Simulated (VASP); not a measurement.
**Os: single point with PBEsol**

Crystal: Os.

```
Os
1.0
     2.55277   -1.68719    0.00000
     2.55277    1.68719    0.00000
     0.00000    0.00000    6.88245
Os
4
Direct
  0.85000 0.15000 0.11700
  0.65000 0.35000 0.61700
  0.15000 0.85000 0.88300
  0.35000 0.65000 0.38300
```

- Program: VASP 6.6.1
- Task: single point
- Functional: PBEsol
- Potentials or basis: VASP PAW PBE potentials, release 64 (Os_sv_GW)
- Cutoff: 500 eV
- k mesh: 6 × 6 × 4
- Occupations: gaussian, width 0.1 eV
- Spin: no spin polarisation
- Dipole correction: no
- Further INCAR settings: ALGO = Normal; EDIFF = 1e-06; NBANDS = 40

The pressure is 84.4 GPa and the largest force is 20.396 eV/Å. The band gap on the k mesh is zero (bands 32 and 33 overlap by 1.84 eV).

Forces on the atoms (eV/Å):
```
Os    0.000  12.051  16.455
Os    0.000 -12.051  16.455
Os    0.000 -12.051 -16.455
Os    0.000  12.051 -16.455
```

Stress tensor (GPa, compression positive):
```
-26.15   0.00   0.00
  0.00  84.36   0.00
  0.00   0.00 194.97
```

Levels at points of the mesh, in eV from the Fermi level:
```
           k point  band 30  band 31  band 32  band 33  band 34  band 35
(0.00, 0.00, 0.00)    -2.18    -1.45    -1.29    -0.88    -0.20     0.19
(0.50, 0.00, 0.00)    -1.84     0.30     0.30     0.70     0.70     1.48
(0.50, 0.50, 0.00)    -0.67    -0.54     0.23     1.35     1.44     3.23
(0.00, 0.00, 0.50)    -1.59    -1.39    -1.39     1.13     1.13     1.59
(0.50, 0.00, 0.50)    -0.87    -0.34    -0.34    -0.04    -0.04     1.21
(0.50, 0.50, 0.50)    -0.13     0.58     0.58     1.04     1.04     3.03
```

It took 28 s on 1 thread of Intel(R) Xeon(R) 6975P-C (Granite Rapids) (shared host), peak memory 0.21 GiB.

Caveat: the k points lie up to 0.37 Å⁻¹ apart, too coarse for converged energies and pressures of a metal; atoms lie so close that the PAW spheres overlap strongly, which falsifies energies and pressures; the PAW data sets were made with another functional, which shifts forces and pressure a little; spin-orbit coupling is left out, which moves the levels of the heavy elements.
